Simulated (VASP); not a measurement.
Here is a VASP 6.6.1 calculation.

File INCAR:

```
PREC = Accurate
ENCUT = 500
EDIFF = 1E-6
ISMEAR = 0
SIGMA = 0.01
LREAL = F
LASPH = T
NELM = 120
ALGO = Normal
ISIF = 2
LWAVE = F
LCHARG = F
NBANDS = 16
GGA_COMPAT = F
```

File KPOINTS:

```
Automatic mesh
0
Gamma
  6 6 6
```

File POSCAR:

```
AgI
1.0
    3.1292000273      3.1292000273      0.0000000000
   -3.1292000273      3.1292000273      0.0000000000
    0.0000000000      3.1292000273      3.1292000273
Ag I
1 1
Direct
    0.0000000000      0.0000000000      0.0000000000
    0.7500000000      0.2500000000      0.5000000000
```

Potentials or basis: VASP PAW LDA potentials, release 64 (Ag, I).

Launch:

```console
$ cat potpaw_LDA.64/Ag/POTCAR potpaw_LDA.64/I/POTCAR > POTCAR
$ mpirun -np 1 vasp_std > vasp.out
```

Q: Predict the band gap on the k mesh.

A: 1.10 eV, direct.

Q: Estimate the pressure.

A: 2.0 GPa.

Caveat: spin-orbit coupling is left out, which moves the levels of the heavy elements. A hybrid or GW would open this gap; LDA tends to underestimate it.
